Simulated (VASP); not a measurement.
Wanted: the native input for a VASP 6.6.1 run.

| Property | Result |
| --- | --- |
| Task | single point |
| Functional | revPBE |
| Potentials or basis | VASP PAW PBE potentials, release 64 (Sb, Ga_d) |
| Cutoff | 520 eV |
| k mesh | 8 × 8 × 8 |
| Occupations | fermi-dirac, width 0.05 eV |
| Spin | no spin polarisation |
| Dipole correction | no |
| Further INCAR settings | ALGO = Normal; EDIFF = 1e-06; NBANDS = 16 |

The structure of GaSb lies in POSCAR:

```
GaSb
1.0
    0.0000000000      3.0792588685      3.0792588685
    3.0792588685      0.0000000000      3.0792588685
    3.0792588685      3.0792588685      0.0000000000
Sb Ga
1 1
Direct
    0.7500000000      0.7500000000      0.7500000000
    0.0000000000      0.0000000000      0.0000000000
```

These files were run (other wordings do the same):

INCAR

```
SYSTEM = GaSb
  PREC = Accurate
  ENCUT = 520
  EDIFF = 1E-6
  ISMEAR = -1
  SIGMA = 0.05
  LREAL = .False.
  LASPH = .True.
  NELM = 100
  ALGO = Normal
  ISIF = 2
  LWAVE = .False.
  LCHARG = .False.
  GGA = RE
  NBANDS = 16
```

KPOINTS

```
regular mesh
0
Gamma
  8 8 8
  0 0 0
```

Potentials or basis: VASP PAW PBE potentials, release 64 (Sb, Ga_d).

Launch:

```console
$ cat potpaw_PBE.64/Sb/POTCAR potpaw_PBE.64/Ga_d/POTCAR > POTCAR
$ mpirun -np 1 vasp_std > vasp.out
```

Results of the run:

* Pressure: 2.5 GPa
* Band gap on the k mesh: zero (filled and empty bands touch)

Caveat: the PAW data sets were made with another functional, which shifts forces and pressure a little; spin-orbit coupling is left out, which moves the levels of the heavy elements.

It took 48 s on 1 thread of AMD EPYC 7R13, with other jobs on the host, peak memory 0.16 GiB.
